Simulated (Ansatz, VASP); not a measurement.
# MoS2 in VASP and in Ansatz

Contents of INCAR:

```
PREC = Accurate ; ENCUT = 500
EDIFF = 1E-6 ; ISMEAR = 0
SIGMA = 0.01 ; LREAL = False
LASPH = True ; NELM = 120
ALGO = Normal ; ISIF = 2
LWAVE = False ; LCHARG = False
GGA = PE ; NBANDS = 35
GGA_COMPAT = False
```

KPOINTS

```
Automatic mesh
0
Gamma
  12 12 2
```

Contents of POSCAR:

```
MoS2
1.0
    3.1730083308      0.0000000000      0.0000000000
   -1.5865041654      2.7479058209      0.0000000000
    0.0000000000      0.0000000000     12.4354192958
Mo S
2 4
Direct
    0.6666666667      0.3333333333      0.2500159444
    0.3333333333      0.6666666667      0.7499840556
    0.3333333333      0.6666666667      0.3751200891
    0.6666666667      0.3333333333      0.8750885649
    0.3333333333      0.6666666667      0.1249114351
    0.6666666667      0.3333333333      0.6248799109
```

Input for Ansatz:

```yaml
crystal:
  lattice:
    - [3.1730083308, 0.0, 0.0]
    - [-1.5865041654, 2.7479058209, 0.0]
    - [0.0, 0.0, 12.4354192958]
  atoms:
    - { symbol: Mo, position: [0.6666666667, 0.3333333333, 0.2500159444] }
    - { symbol: Mo, position: [0.3333333333, 0.6666666667, 0.7499840556] }
    - { symbol: S, position: [0.3333333333, 0.6666666667, 0.3751200891] }
    - { symbol: S, position: [0.6666666667, 0.3333333333, 0.8750885649] }
    - { symbol: S, position: [0.3333333333, 0.6666666667, 0.1249114351] }
    - { symbol: S, position: [0.6666666667, 0.3333333333, 0.6248799109] }
kpoints:
  mp_grid: { grid: [12, 12, 2] }
  band_path:
    path:
      - [0.0, 0.0, 0.0]
      - [0.5, 0.0, 0.0]
      - [0.3333333333, 0.3333333333, 0.0]
      - [0.0, 0.0, 0.5]
      - [0.5, 0.0, 0.5]
      - [0.3333333333, 0.3333333333, 0.5]
      - [0.177083, 0.177083, 0.0]
    npoints: 1
hamiltonian:
  xc: pbe
scf:
  occupations: { method: fixed }
  n_extra_bands: 5
output:
  forces: true
  stress: true
  eigenvalues: true
```

Alike in both runs: task single point; functional PBE; k mesh 12 × 12 × 2; no spin polarisation.

```csv
,VASP,Ansatz
version,VASP 6.6.1,Ansatz 0.2.0
potentials or method,"VASP PAW PBE potentials, release 64 (Mo_sv, S)","plane waves, PAW"
plane-wave cutoff (eV),500,420
occupations,"gaussian, width 0.01 eV",fixed
valence electrons in the cell,52,52
```

Ansatz gave:

* gap on the k mesh at the Fermi level (eV): 0.94
* pressure (GPa): 2.4
* traceless stress, the component that is largest in VASP (GPa): 0.93
* rms of the force components (eV/Å): 0.052

Which values does VASP return?

gap on the k mesh at the Fermi level (eV): 0.95; pressure (GPa): 2.3; traceless stress, the component that is largest in VASP (GPa): 0.89; rms of the force components (eV/Å): 0.046.

Atom by atom the forces differ by 0.006 eV/Å (rms over components).
